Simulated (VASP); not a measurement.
# Al (Fm-3m) in VASP: notebook

Al is run at these levels: LDA; tasks: single point.

All numbers are computed with VASP 6.6.1; they aren't measurements. Logs are shortened: lines on timing, memory, paths and dates and some standing lists are left out, and cuts for length are marked.

**1. The cell of the first run**

It takes space group Fm-3m (No. 225, cubic). Conventional cell: a = 3.983 Å, b = 3.983 Å, c = 3.983 Å, α = 90.00°, β = 90.00°, γ = 90.00°. Al (site symmetry m-3m) has 12 Al at 2.82 Å within 3.7 Å.

**2. Single point, LDA**

INCAR

```
  PREC = Accurate
  ENCUT = 520
  EDIFF = 1E-7
  ISMEAR = 1
  SIGMA = 0.3
  LREAL = False
  LASPH = True
  NELM = 60
  ALGO = Normal
  ISIF = 2
  LWAVE = False
  LCHARG = True
  GGA = CA
  LELF = True
  LVHAR = True
  NBANDS = 8
```

KPOINTS

```
Automatic mesh
0
Gamma
  14 14 14
```

POSCAR

```
Al
1.0
    0.0000000000      1.9916090303      1.9916090303
    1.9916090303      0.0000000000      1.9916090303
    1.9916090303      1.9916090303      0.0000000000
Al
1
Direct
    0.0000000000      0.0000000000      0.0000000000
```

Potentials or basis: VASP PAW LDA potentials, release 64 (Al).

Run with:

```sh
cat potpaw_LDA.64/Al/POTCAR > POTCAR
mpirun -np 1 vasp_std > vasp.out
```

OUTCAR:

```text
PREC = Accurate
   ENCUT = 520
   EDIFF = 1E-7
   ISMEAR = 1
   LREAL = False
   LASPH = True
   NELM = 60
   ISIF = 2
   GGA = CA

 ion  position               nearest neighbor table
   1  0.000  0.000  0.000-

  LATTYP: Found a face centered cubic cell.
 ALAT       =     3.9832180606

  Lattice vectors:

 A1 = (   0.0000000000,   1.9916090303,   1.9916090303)
 A2 = (   1.9916090303,   0.0000000000,   1.9916090303)
 A3 = (   1.9916090303,   1.9916090303,   0.0000000000)

Analysis of symmetry for initial positions (statically):
=====================================================================
 Subroutine PRICEL returns:
 Original cell was already a primitive cell.

 Routine SETGRP: Setting up the symmetry group for a
 face centered cubic supercell.

 Subroutine GETGRP returns: Found 48 space group operations
 (whereof 48 operations were pure point group operations)
 out of a pool of 48 trial point group operations.

The static configuration has the point symmetry O_h .

Analysis of symmetry for dynamics (positions and initial velocities):
=====================================================================
 Subroutine PRICEL returns:
 Original cell was already a primitive cell.

 Routine SETGRP: Setting up the symmetry group for a
 face centered cubic supercell.

 Subroutine GETGRP returns: Found 48 space group operations
 (whereof 48 operations were pure point group operations)
 out of a pool of 48 trial point group operations.

The dynamic configuration has the point symmetry O_h .

 Subroutine INISYM returns: Found 48 space group operations
 (whereof 48 operations are pure point group operations),
 and found     1 'primitive' translations

----------------------------------------------------------------------------------------

                                     Primitive cell

  volume of cell :      15.7995

  direct lattice vectors                    reciprocal lattice vectors
     0.000000000  1.991609030  1.991609030    -0.251053290  0.251053290  0.251053290
     1.991609030  0.000000000  1.991609030     0.251053290 -0.251053290  0.251053290
     1.991609030  1.991609030  0.000000000     0.251053290  0.251053290 -0.251053290

  length of vectors
     2.816560502  2.816560502  2.816560502     0.434837054  0.434837054  0.434837054

  position of ions in fractional coordinates (direct lattice)
     0.000000000  0.000000000  0.000000000

  ion indices of the primitive-cell ions
   primitive index   ion index
                 1           1

----------------------------------------------------------------------------------------

 KPOINTS: Automatic mesh

Automatic generation of k-mesh.
 Grid dimensions read from file:
 generate k-points for:   14   14   14

 Generating k-lattice:

  Cartesian coordinates                     Fractional coordinates (reciprocal lattice)
    -0.017932378  0.017932378  0.017932378     0.071428571  0.000000000  0.000000000
     0.017932378 -0.017932378  0.017932378     0.000000000  0.071428571  0.000000000
     0.017932378  0.017932378 -0.017932378     0.000000000  0.000000000  0.071428571

  Length of vectors
     0.031059790  0.031059790  0.031059790

  Shift w.r.t. Gamma in fractional coordinates (k-lattice)
     0.000000000  0.000000000  0.000000000

 Subroutine IBZKPT returns following result:
 ===========================================

 Found    104 irreducible k-points:

 Following reciprocal coordinates:
            Coordinates               Weight
  0.000000  0.000000  0.000000      1.000000
  0.071429  0.000000  0.000000      8.000000
  0.142857  0.000000  0.000000      8.000000
  0.214286  0.000000  0.000000      8.000000
  0.285714  0.000000  0.000000      8.000000
  0.357143  0.000000  0.000000      8.000000
[... 16 lines left out ...]
  0.214286  0.142857  0.000000     24.000000
  0.285714  0.142857  0.000000     24.000000
 [... further k-points ...]
   k-points           NKPTS =    104   k-points in BZ     NKDIM =    104   number of bands    NBANDS=      8
   number of dos      NEDOS =    301   number of ions     NIONS =      1
   total plane-waves  NPLWV =  13824
   dimension x,y,z NGX =    24 NGY =   24 NGZ =   24
   dimension x,y,z NGXF=    48 NGYF=   48 NGZF=   48
   ions per type =               1
   NGX,Y,Z   is equivalent  to a cutoff of  14.17, 14.17, 14.17 a.u.
   NGXF,Y,Z  is equivalent  to a cutoff of  28.33, 28.33, 28.33 a.u.
 SYSTEM =  unknown system
   PREC   = accura    normal or accurate (medium, high low for compatibility)
   ISTART =      0    job   : 0-new  1-cont  2-samecut
   ICHARG =      2    charge: 1-file 2-atom 10-const
   ISPIN  =      1    spin polarized calculation?
   LNONCOLLINEAR =      F non collinear calculations
   LSORBIT =      F    spin-orbit coupling
   LASPH  =      T    aspherical Exc in radial PAW
   ENCUT  =  520.0 eV  38.22 Ry    6.18 a.u.   5.24  5.24  5.24*2*pi/ulx,y,z
   NELM   =     60;   NELMIN=  2; NELMDL= -5     # of ELM steps
   EDIFF  = 0.1E-06   stopping-criterion for ELM
   LREAL  =      F    real-space projection
   EDIFFG = 0.1E-05   stopping-criterion for IOM
   NSW    =      0    number of steps for IOM
   IBRION =     -1    ionic relax: 0-MD 1-quasi-New 2-CG
   NFREE  =      0    steps in history (QN), initial steepest desc. (CG)
   ISIF   =      2    stress and relaxation
   ISYM   =      2    0-nonsym 1-usesym 2-fastsym
   POTIM  = 0.5000    time-step for ionic-motion
   TEBEG  =    0.0;   TEEND  =   0.0 temperature during run
   PSTRESS=    0.0 pullay stress
   NELECT =       3.0000    total number of electrons
   NUPDOWN=      -1.0000    fix difference up-down
   EMIN   =  10.00;   EMAX   =-10.00  energy-range for DOS
   EFERMI =   0.00;   METHOD = LEGACY
   ISMEAR =     1;   SIGMA  =   0.30  broadening in eV -4-tet -1-fermi 0-gaus
   EFERMI_NEDOS =   21; number of points for ismear=-14 and -15
   IALGO  =     38    algorithm
   IMIX   =      4    mixing-type and parameters
     AMIX     =   0.40;   BMIX     =  1.00
     AMIX_MAG =   1.60;   BMIX_MAG =  1.00
  volume/ion in A,a.u.               =      15.80       106.62
  Fermi-wavevector in a.u.,A,eV,Ry     =   0.940953  1.778143 12.046491  0.885392
  Thomas-Fermi vector in A             =   2.068416
   LORBIT       =      0    0 simple, 1 ext, 2 COOP (PROOUT), +10 PAW based schemes
   GGA     = CA    functional components
   LHFCALC =     F    Hartree Fock is set to
   AEXX    =    0.0000 exact exchange contribution
   IVDW    =     0    specifies the selected vdW correction
   LEPSILON=     F    determine dielectric tensor
   LRPA    =     F    only Hartree local field effects (RPA)
 non-spin polarized calculation
 Methfessel and Paxton  Order N= 1 SIGMA  =   0.30
  energy-cutoff  :      520.00
  volume of cell :       15.80
 maximum number of plane-waves:       444
 NGX is ok and might be reduce to    24
   NGX = 11   NGY = 11   NGZ = 11

 number of electron       3.0000000 magnetization

 Free energy of the ion-electron system (eV)
  ---------------------------------------------------
  ext. energy  EPLUGINS =         0.00000000
  ---------------------------------------------------
  free energy    TOTEN  =        -4.18453481 eV

  energy without entropy =       -4.18374096  energy(sigma->0) =       -4.18427020

 E-fermi :   8.2240     XC(G=0): -10.5057

 val. band max:        8.1883678079   @ k =  -0.3571   0.4286   0.2143
 cond. band min:       8.2555225505   @ k =   0.5000   0.2857   0.0000
 fundamental gap:      0.0671547426
 Fermi energy:         8.2239875592

 k-point     1 :       0.0000    0.0000    0.0000
  band No.  band energies     occupation
      1      -3.1539      2.00000
      2      21.0560      0.00000
      3      21.0560      0.00000
      4      21.0560      0.00000
      5      22.7131      0.00000
      6      22.7131      0.00000
      7      22.7131      0.00000
      8      25.1791      0.00000

 k-point     2 :       0.0714    0.0000    0.0000
  band No.  band energies     occupation
      1      -3.0115      2.00000
      2      18.9256      0.00000
      3      20.6214      0.00000
      4      20.6214      0.00000
      5      23.3606      0.00000
      6      23.3656      0.00000
      7      23.3656      0.00000
      8      26.5740      0.00000

 k-point     3 :       0.1429    0.0000    0.0000
  band No.  band energies     occupation
      1      -2.5853      2.00000
      2      15.9941      0.00000
      3      19.9959      0.00000
      4      19.9959      0.00000
      5      23.2889      0.00000
      6      24.4901      0.00000
      7      24.4901      0.00000
      8      25.9405      0.00000

 k-point     4 :       0.2143    0.0000    0.0000
  band No.  band energies     occupation
      1      -1.8779      2.00000
      2      13.1298     -0.00000
      3      19.5301      0.00000
      4      19.5301      0.00000
      5      23.0663      0.00000
      6      23.9417      0.00000
      7      23.9417      0.00000
      8      26.6229      0.00000

 k-point     5 :       0.2857    0.0000    0.0000
  band No.  band energies     occupation
      1      -0.8938      2.00000
      2      10.4359     -0.00000
      3      19.2791      0.00000
      4      19.2791      0.00000
      5      22.6508      0.00000
      6      22.6508      0.00000
      7      22.9431      0.00000
      8      26.8638      0.00000
[... 177 lines left out ...]
 k-point    22 :       0.1429    0.1429    0.0000
  band No.  band energies     occupation
      1      -2.3963      2.00000
      2      17.9597      0.00000
      3      17.9597      0.00000
      4      18.1273      0.00000
      5      21.2878      0.00000
      6      22.2204      0.00000
      7      26.8565      0.00000
      8      26.8565      0.00000

 k-point    23 :       0.2143    0.1429    0.0000
  band No.  band energies     occupation
      1      -1.8779      2.00000
      2      15.3490      0.00000
      3      17.2910      0.00000
      4      18.5339      0.00000
      5      20.4141      0.00000
      6      21.4927      0.00000
      7      27.3874      0.00000
      8      27.6554      0.00000

 k-point    24 :       0.2857    0.1429    0.0000
  band No.  band energies     occupation
      1      -1.0808      2.00000
      2      12.6163     -0.00000
      3      16.8601      0.00000
      4      18.3993      0.00000
      5      18.8832      0.00000
      6      22.8484      0.00000
      7      26.7594      0.00000
      8      27.4012      0.00000

 [... further k-points ...]

------------------------ aborting loop because EDIFF is reached ----------------------------------------

  FORCE on cell =-STRESS in cart. coord.  units (eV):
  Direction    XX          YY          ZZ          XY          YZ          ZX
  --------------------------------------------------------------------------------------
  -------------------------------------------------------------------------------------
  Total       -0.0130586     -0.0130586     -0.0130586      0.0000000      0.0000000     -0.0000000
  in kB       -1.3242330     -1.3242330     -1.3242330      0.0000000      0.0000000     -0.0000000
  external PRESSURE =      -1.3242330 kB  Pullay stress =       0.0000000 kB

 VOLUME and BASIS-vectors are now :
 -----------------------------------------------------------------------------
  energy-cutoff  :      520.00
  volume of cell :       15.80
      direct lattice vectors                 reciprocal lattice vectors
     0.000000000  1.991609030  1.991609030    -0.251053290  0.251053290  0.251053290
     1.991609030  0.000000000  1.991609030     0.251053290 -0.251053290  0.251053290
     1.991609030  1.991609030  0.000000000     0.251053290  0.251053290 -0.251053290

 POSITION                                       TOTAL-FORCE (eV/Angst)
 -----------------------------------------------------------------------------------
      0.00000      0.00000      0.00000        -0.000000     -0.000000     -0.000000
 -----------------------------------------------------------------------------------
    total drift:                                0.000000     -0.000000     -0.000000

  FREE ENERGIE OF THE ION-ELECTRON SYSTEM (eV)
  ---------------------------------------------------
  free  energy   TOTEN  =        -4.1845348129 eV

  energy  without entropy=       -4.1837409630  energy(sigma->0) =       -4.18427020
```

Run time: 6.8 s. Hardware: 1 thread of AMD EPYC 9R45 (Zen 5), shared host; peak memory 0.09 GiB.

What came out:

```
Free energy : -4.1845 eV
Pressure    : -0.1 GPa
```

Levels at points of the mesh, in eV from the Fermi level:
```csv
k point,band 1,band 2,band 3,band 4,band 5
"(0.00, 0.00, 0.00)",-11.38,12.83,12.83,12.83,14.49
"(0.50, 0.00, 0.00)",-4.70,-4.43,11.66,11.66,11.72
"(0.50, 0.50, 0.00)",-2.98,-1.60,5.33,5.76,5.76
```

**3. Single point, LDA**

INCAR

```
ALGO = Normal ; EDIFF = 1E-6
ENCUT = 520 ; ISIF = 2
ISMEAR = 1 ; LASPH = True
LCHARG = False ; LREAL = False
LWAVE = False ; NBANDS = 8
NELM = 80 ; PREC = Accurate
SIGMA = 0.6
```

KPOINTS

```
k-points
0
Gamma
  14 14 14
```

POSCAR is that of step 2.

Potentials or basis: VASP PAW LDA potentials, release 64 (Al).

Run with:

```sh
cat potpaw_LDA.64/Al/POTCAR > POTCAR
mpirun -np 1 vasp_std > vasp.out
```

It took 6.1 s on 1 thread of AMD EPYC 9R45 (Zen 5), shared host; peak memory 0.09 GiB.

It converged, with:

```
Free energy : -4.1865 eV
Pressure    : 0.0 GPa
```

Levels at points of the mesh, in eV from the Fermi level:
```csv
k point,band 1,band 2,band 3,band 4,band 5,band 6
"(0.00, 0.00, 0.00)",-11.40,12.81,12.81,12.81,14.46,14.46
"(0.50, 0.00, 0.00)",-4.72,-4.45,11.63,11.63,11.70,11.70
"(0.50, 0.50, 0.00)",-3.00,-1.62,5.30,5.74,5.74,9.37
```

**4. Single point, LDA**

INCAR

```
ALGO = Normal
EDIFF = 1E-6
ENCUT = 520
ISIF = 2
ISMEAR = -1
LASPH = True
LCHARG = False
LREAL = False
LWAVE = False
NBANDS = 8
NELM = 80
PREC = Accurate
SIGMA = 0.1
```

KPOINTS

```
k-points
0
Gamma
  20 20 20
```

POSCAR is that of step 3.

Run with:

```sh
cat potpaw_LDA.64/Al/POTCAR > POTCAR
mpirun -np 1 vasp_std > vasp.out
```

It took 14 s on 1 thread of AMD EPYC 9R45 (Zen 5), shared host; peak memory 0.11 GiB.

The run converged. Its results:

| Property | Result |
| --- | --- |
| Free energy | -4.1979 eV |
| Pressure | 0.1 GPa |

Levels at points of the mesh, in eV from the Fermi level:
| k point | band 1 | band 2 | band 3 | band 4 | band 5 |
| --- | --- | --- | --- | --- | --- |
| (0.00, 0.00, 0.00) | -11.43 | 12.78 | 12.78 | 12.78 | 14.43 |
| (0.50, 0.00, 0.00) | -4.76 | -4.49 | 11.60 | 11.60 | 11.67 |
| (0.50, 0.50, 0.00) | -3.04 | -1.65 | 5.27 | 5.71 | 5.71 |

**5. Single point, LDA**

INCAR

```
SYSTEM = Al
PREC = Accurate
ENCUT = 520
EDIFF = 1E-6
ISMEAR = -1
SIGMA = 0.1
LREAL = .FALSE.
LASPH = .TRUE.
NELM = 60
ALGO = Normal
ISIF = 2
LWAVE = .FALSE.
LCHARG = .TRUE.
LELF = .TRUE.
LVHAR = .TRUE.
NBANDS = 8
```

KPOINTS

```
Automatic mesh
0
G
  22 22 22
  0 0 0
```

POSCAR is that of step 4.

Run with:

```sh
cat potpaw_LDA.64/Al/POTCAR > POTCAR
mpirun -np 1 vasp_std > vasp.out
```

Run time: 18 s. Hardware: 1 thread of AMD EPYC 9R45 (Zen 5), shared host; peak memory 0.11 GiB.

The run converged. Its results:

```
Free energy : -4.1992 eV
Pressure    : 0.1 GPa
```

Levels at points of the mesh, in eV from the Fermi level:
| k point | band 1 | band 2 | band 3 | band 4 |
| --- | --- | --- | --- | --- |
| (0.00, 0.00, 0.00) | -11.39 | 12.82 | 12.82 | 12.82 |
| (0.50, 0.00, 0.00) | -4.71 | -4.44 | 11.65 | 11.65 |
| (0.50, 0.50, 0.00) | -2.99 | -1.61 | 5.32 | 5.75 |

**6. Single point, LDA**

INCAR

```
SYSTEM = Al
ALGO = Normal
EDIFF = 1E-6
ENCUT = 520
GGA = CA
ISIF = 2
ISMEAR = -1
LASPH = .TRUE.
LCHARG = .FALSE.
LREAL = .FALSE.
LWAVE = .FALSE.
NBANDS = 8
NELM = 60
PREC = Accurate
SIGMA = 0.1
```

KPOINTS

```
k-points
0
G
  13 13 13
  0 0 0
```

POSCAR

```
Al
1.0
    0.0000000000      1.9916090289      1.9916090289
    1.9916090289      0.0000000000      1.9916090289
    1.9916090289      1.9916090289      0.0000000000
Al
1
Direct
    0.0000000000      0.0000000000      0.0000000000
```

Potentials or basis: VASP PAW LDA potentials, release 64 (Al).

Run with:

```sh
cat potpaw_LDA.64/Al/POTCAR > POTCAR
mpirun -np 1 vasp_std > vasp.out
```

Wall time 15 s (1 thread of AMD EPYC 7R13 (Zen 3), shared host); peak memory 0.09 GiB.

Results (log left out):

| Item | Value |
| --- | --- |
| Free energy | -4.1952 eV |
| Pressure | 0.0 GPa |

Levels at points of the mesh, in eV from the Fermi level:
```tsv
k point	band 1	band 2	band 3	band 4
(0.00, 0.00, 0.00)	-11.34	12.87	12.87	12.87
```

**7. Summary**

| k mesh | smearing | gap on the mesh (eV) | pressure (GPa) |
| --- | --- | --- | --- |
| 14 × 14 × 14 | methfessel-paxton 0.3 eV | none | -0.1 |
| 14 × 14 × 14 | methfessel-paxton 0.6 eV | none | 0.0 |
| 20 × 20 × 20 | fermi-dirac 0.1 eV | none | 0.1 |
| 22 × 22 × 22 | fermi-dirac 0.1 eV | none | 0.1 |
| 13 × 13 × 13 | fermi-dirac 0.1 eV | none | 0.0 |

Alike in all rows: task single point; level LDA; potentials or basis VASP PAW LDA potentials, release 64 (Al); no spin polarisation; cell a = 2.817 Å, angles 60.0°, 1 atom; cutoff (eV) 520.

Every run on the cell as given and a fine mesh finds a metal.

Total energies depend on the potentials used, so only differences within one code and one set of settings carry meaning.
